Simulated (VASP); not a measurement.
# TlBr (Pm-3m) in VASP: a series of runs

TlBr is run at these levels: r2SCAN; tasks: electric field gradients.

All numbers are computed with VASP 6.6.1; they aren't measurements. Logs are shortened: lines on timing, memory, paths and dates and some standing lists are left out, and cuts for length are marked.

## 1. The cell of the first run

It takes space group Pm-3m (No. 221, cubic). The conventional cell has a = 3.159 Å, b = 3.159 Å, c = 3.159 Å, α = 90.00°, β = 90.00°, γ = 90.00°. Within 3.6 Å of Tl (site symmetry m-3m) lie 8 Br at 2.74 Å and 6 Tl at 3.16 Å. Br (site symmetry m-3m) has 8 Tl at 2.74 Å and 6 Br at 3.16 Å within 3.6 Å.

## 2. Electric field gradients, r2SCAN (15.76 Å³/atom)

The input, POSCAR:

```
TlBr
1.0
    3.1589280934      0.0000000000      0.0000000000
    0.0000000000      3.1589280934      0.0000000000
    0.0000000000      0.0000000000      3.1589280934
Tl Br
1 1
Direct
    0.0000000000      0.0000000000      0.0000000000
    0.5000000000      0.5000000000      0.5000000000
```

The input, INCAR.step1:

```
SYSTEM = TlBr
PREC = Accurate
ENCUT = 440
ISMEAR = -1
SIGMA = 0.03
LREAL = .False.
LASPH = .True.
NELM = 120
NBANDS = 17
GGA = PE
ALGO = Normal
EDIFF = 1E-5
LWAVE = .True.
LCHARG = .False.
GGA_COMPAT = .False.
```

The input, INCAR.step2:

```
SYSTEM = TlBr
PREC = Accurate
ENCUT = 440
EDIFF = 1E-8
ISMEAR = -1
SIGMA = 0.03
LREAL = .False.
LASPH = .True.
NELM = 120
ALGO = Normal
ISIF = 2
LWAVE = .False.
LCHARG = .False.
METAGGA = R2SCAN
LMIXTAU = .True.
LEFG = .True.
NBANDS = 17
ISTART = 1
GGA_COMPAT = .False.
```

The input, KPOINTS:

```
regular mesh
0
Gamma
  7 7 7
  0 0 0
```

Potentials or basis: VASP PAW PBE potentials, release 64 (Tl_d, Br).

The run is started by

```sh
$ cat potpaw_PBE.64/Tl_d/POTCAR potpaw_PBE.64/Br/POTCAR > POTCAR
$ cp INCAR.step1 INCAR
$ mpirun -np 1 vasp_std > vasp.out
$ cp INCAR.step2 INCAR
$ mpirun -np 1 vasp_std > vasp.out
```

OUTCAR:

```text
SYSTEM = TlBr
   PREC = Accurate
   ENCUT = 440
   EDIFF = 1E-8
   ISMEAR = -1
   LREAL = .False.
   LASPH = .True.
   NELM = 120
   ISIF = 2
   METAGGA = R2SCAN
   ISTART = 1

 ion  position               nearest neighbor table
   1  0.000  0.000  0.000-   2 2.74   2 2.74   2 2.74   2 2.74   2 2.74   2 2.74   2 2.74   2 2.74

   2  0.500  0.500  0.500-   1 2.74   1 2.74   1 2.74   1 2.74   1 2.74   1 2.74   1 2.74   1 2.74

  LATTYP: Found a simple cubic cell.
 ALAT       =     3.1589280934

  Lattice vectors:

 A1 = (   3.1589280934,   0.0000000000,   0.0000000000)
 A2 = (   0.0000000000,   3.1589280934,   0.0000000000)
 A3 = (   0.0000000000,   0.0000000000,   3.1589280934)

Analysis of symmetry for initial positions (statically):
=====================================================================
 Subroutine PRICEL returns:
 Original cell was already a primitive cell.

 Routine SETGRP: Setting up the symmetry group for a
 simple cubic supercell.

 Subroutine GETGRP returns: Found 48 space group operations
 (whereof 48 operations were pure point group operations)
 out of a pool of 48 trial point group operations.

The static configuration has the point symmetry O_h .

Analysis of symmetry for dynamics (positions and initial velocities):
=====================================================================
 Subroutine PRICEL returns:
 Original cell was already a primitive cell.

 Routine SETGRP: Setting up the symmetry group for a
 simple cubic supercell.

 Subroutine GETGRP returns: Found 48 space group operations
 (whereof 48 operations were pure point group operations)
 out of a pool of 48 trial point group operations.

The dynamic configuration has the point symmetry O_h .

 Subroutine INISYM returns: Found 48 space group operations
 (whereof 48 operations are pure point group operations),
 and found     1 'primitive' translations

----------------------------------------------------------------------------------------

                                     Primitive cell

  volume of cell :      31.5224

  direct lattice vectors                    reciprocal lattice vectors
     3.158928093  0.000000000  0.000000000     0.316563078  0.000000000  0.000000000
     0.000000000  3.158928093  0.000000000     0.000000000  0.316563078  0.000000000
     0.000000000  0.000000000  3.158928093     0.000000000  0.000000000  0.316563078

  length of vectors
     3.158928093  3.158928093  3.158928093     0.316563078  0.316563078  0.316563078

  position of ions in fractional coordinates (direct lattice)
     0.000000000  0.000000000  0.000000000
     0.500000000  0.500000000  0.500000000

  ion indices of the primitive-cell ions
   primitive index   ion index
                 1           1
                 2           2

----------------------------------------------------------------------------------------

 KPOINTS: regular mesh

Automatic generation of k-mesh.
 Grid dimensions read from file:
 generate k-points for:    7    7    7

 Generating k-lattice:

  Cartesian coordinates                     Fractional coordinates (reciprocal lattice)
     0.045223297  0.000000000  0.000000000     0.142857143  0.000000000  0.000000000
     0.000000000  0.045223297  0.000000000     0.000000000  0.142857143  0.000000000
     0.000000000  0.000000000  0.045223297     0.000000000  0.000000000  0.142857143

  Length of vectors
     0.045223297  0.045223297  0.045223297

  Shift w.r.t. Gamma in fractional coordinates (k-lattice)
     0.000000000  0.000000000  0.000000000

 Subroutine IBZKPT returns following result:
 ===========================================

 Found     20 irreducible k-points:

 Following reciprocal coordinates:
            Coordinates               Weight
  0.000000  0.000000  0.000000      1.000000
  0.142857  0.000000  0.000000      6.000000
  0.285714  0.000000  0.000000      6.000000
  0.428571  0.000000  0.000000      6.000000
  0.142857  0.142857  0.000000     12.000000
  0.285714  0.142857  0.000000     24.000000
[... 12 lines left out ...]
  0.428571  0.428571  0.285714     24.000000
  0.428571  0.428571  0.428571      8.000000
   k-points           NKPTS =     20   k-points in BZ     NKDIM =     20   number of bands    NBANDS=     17
   number of dos      NEDOS =    301   number of ions     NIONS =      2
   total plane-waves  NPLWV =  13824
   dimension x,y,z NGX =    24 NGY =   24 NGZ =   24
   dimension x,y,z NGXF=    48 NGYF=   48 NGZF=   48
   ions per type =               1   1
   NGX,Y,Z   is equivalent  to a cutoff of  12.63, 12.63, 12.63 a.u.
   NGXF,Y,Z  is equivalent  to a cutoff of  25.26, 25.26, 25.26 a.u.
 SYSTEM =  TlBr
   PREC   = accura    normal or accurate (medium, high low for compatibility)
   ISTART =      1    job   : 0-new  1-cont  2-samecut
   ICHARG =      0    charge: 1-file 2-atom 10-const
   ISPIN  =      1    spin polarized calculation?
   LNONCOLLINEAR =      F non collinear calculations
   LSORBIT =      F    spin-orbit coupling
   LASPH  =      T    aspherical Exc in radial PAW
   ENCUT  =  440.0 eV  32.34 Ry    5.69 a.u.   5.40  5.40  5.40*2*pi/ulx,y,z
   NELM   =    120;   NELMIN=  2; NELMDL=  0     # of ELM steps
   EDIFF  = 0.1E-07   stopping-criterion for ELM
   LREAL  =      F    real-space projection
   EDIFFG = 0.1E-06   stopping-criterion for IOM
   NSW    =      0    number of steps for IOM
   IBRION =     -1    ionic relax: 0-MD 1-quasi-New 2-CG
   NFREE  =      0    steps in history (QN), initial steepest desc. (CG)
   ISIF   =      2    stress and relaxation
   ISYM   =      2    0-nonsym 1-usesym 2-fastsym
   POTIM  = 0.5000    time-step for ionic-motion
   TEBEG  =    0.0;   TEEND  =   0.0 temperature during run
   PSTRESS=    0.0 pullay stress
   NELECT =      20.0000    total number of electrons
   NUPDOWN=      -1.0000    fix difference up-down
   EMIN   =  10.00;   EMAX   =-10.00  energy-range for DOS
   EFERMI =   0.00;   METHOD = LEGACY
   ISMEAR =    -1;   SIGMA  =   0.03  broadening in eV -4-tet -1-fermi 0-gaus
   EFERMI_NEDOS =   21; number of points for ismear=-14 and -15
   IALGO  =     38    algorithm
   IMIX   =      4    mixing-type and parameters
     AMIX     =   0.40;   BMIX     =  1.00
     AMIX_MAG =   1.60;   BMIX_MAG =  1.00
  volume/ion in A,a.u.               =      15.76       106.36
  Fermi-wavevector in a.u.,A,eV,Ry     =   1.406733  2.658340 26.924548  1.978898
  Thomas-Fermi vector in A             =   2.529064
   LORBIT       =      0    0 simple, 1 ext, 2 COOP (PROOUT), +10 PAW based schemes
   METAGGA = R2SCAN    functional components
   LHFCALC =     F    Hartree Fock is set to
   AEXX    =    0.0000 exact exchange contribution
   IVDW    =     0    specifies the selected vdW correction
   LEPSILON=     F    determine dielectric tensor
   LRPA    =     F    only Hartree local field effects (RPA)
 non-spin polarized calculation
  energy-cutoff  :      440.00
  volume of cell :       31.52
 maximum number of plane-waves:       691
 NGX is ok and might be reduce to    24
   NGX = 11   NGY = 11   NGZ = 11

 number of electron      20.0000001 magnetization

 Free energy of the ion-electron system (eV)
  ---------------------------------------------------
  ext. energy  EPLUGINS =         0.00000000
  ---------------------------------------------------
  free energy    TOTEN  =       -63.37921572 eV

  energy without entropy =      -63.37630481  energy(sigma->0) =      -63.37776027

 E-fermi :  12.5382     XC(G=0): -13.4057

 val. band max:       12.5278428399   @ k =   0.2857   0.1429   0.1429
 cond. band min:      12.8724520872   @ k =   0.4286   0.0000   0.0000
 fundamental gap:      0.3446092473
 Fermi energy:        12.5381802197

 k-point     1 :       0.0000    0.0000    0.0000
  band No.  band energies     occupation
      1      -8.2608      2.00000
      2      -1.1538      2.00000
      3      -1.1538      2.00000
      4       0.0090      2.00000
      5       0.0090      2.00000
      6       0.0090      2.00000
[... 9 lines left out ...]
     16      28.1111      0.00000
     17      28.1111      0.00000
[... 361 lines left out ...]
 k-point    20 :       0.4286    0.4286    0.4286
  band No.  band energies     occupation
      1      -4.9709      2.00000
      2      -1.5573      2.00000
      3      -1.5573      2.00000
      4      -1.1071      2.00000
      5       0.3900      2.00000
      6       0.3900      2.00000
[... 9 lines left out ...]
     16      31.0564      0.00000
     17      33.6619      0.00000

------------------------ aborting loop because EDIFF is reached ----------------------------------------

  FORCE on cell =-STRESS in cart. coord.  units (eV):
  Direction    XX          YY          ZZ          XY          YZ          ZX
  --------------------------------------------------------------------------------------
  -------------------------------------------------------------------------------------
  Total       19.0256235     19.0256235     19.0256235      0.0000000     -0.0000000      0.0000000
  in kB      967.0084306    967.0084306    967.0084306      0.0000000     -0.0000000      0.0000000
  external PRESSURE =     967.0084306 kB  Pullay stress =       0.0000000 kB

 VOLUME and BASIS-vectors are now :
 -----------------------------------------------------------------------------
  energy-cutoff  :      440.00
  volume of cell :       31.52
      direct lattice vectors                 reciprocal lattice vectors
     3.158928093  0.000000000  0.000000000     0.316563078  0.000000000  0.000000000
     0.000000000  3.158928093  0.000000000     0.000000000  0.316563078  0.000000000
     0.000000000  0.000000000  3.158928093     0.000000000  0.000000000  0.316563078

 POSITION                                       TOTAL-FORCE (eV/Angst)
 -----------------------------------------------------------------------------------
      0.00000      0.00000      0.00000         0.000000      0.000000      0.000000
      1.57946      1.57946      1.57946         0.000000      0.000000      0.000000
 -----------------------------------------------------------------------------------
    total drift:                                0.000000      0.000000     -0.000000

  FREE ENERGIE OF THE ION-ELECTRON SYSTEM (eV)
  ---------------------------------------------------
  free  energy   TOTEN  =       -63.3792157229 eV

  energy  without entropy=      -63.3763048146  energy(sigma->0) =      -63.37776027

 Electric field gradients (V/A^2)
---------------------------------------------------------------------
 ion       V_xx      V_yy      V_zz      V_xy      V_xz      V_yz
---------------------------------------------------------------------
   1      -0.000    -0.000    -0.000    -0.000    -0.000    -0.000
   2      -0.000     0.000    -0.000    -0.000    -0.000    -0.000
---------------------------------------------------------------------

 Electric field gradients after diagonalization (V/A^2)
 (convention: |V_zz| > |V_xx| > |V_yy|)
----------------------------------------------------------------------
 ion       V_xx      V_yy      V_zz     asymmetry (V_yy - V_xx)/ V_zz
----------------------------------------------------------------------
   1      -0.000    -0.000    -0.000      -0.115
   2      -0.000     0.000    -0.000      -0.100
----------------------------------------------------------------------

           NMR quadrupolar parameters

 Cq : quadrupolar parameter    Cq=e*Q*V_zz/h
 eta: asymmetry parameters     (V_yy - V_xx)/ V_zz
 Q  : nuclear electric quadrupole moment in mb (millibarn)
----------------------------------------------------------------------
 ion       Cq(MHz)       eta       Q (mb)
----------------------------------------------------------------------
   1      -0.000      -0.115       1.000
   2      -0.000      -0.100       1.000
----------------------------------------------------------------------
```

Run time: 96 s. Hardware: 1 thread of AMD EPYC 7R13, shared host; peak memory 0.12 GiB.

What came out:

```yaml
Free_energy: -63.3792 eV
Pressure: 96.7 GPa
Band_gap_on_the_k_mesh: zero (bands 10 and 11 overlap by 1.14 eV)
Largest_electric_field_gradient_by_atom: zero within the noise of the run
```

Caveat: the cell stands under pressure; the PAW data sets were made with another functional, which shifts forces and pressure a little; spin-orbit coupling is left out, which moves the levels of the heavy elements.

(Continued in part 2 of 3.)
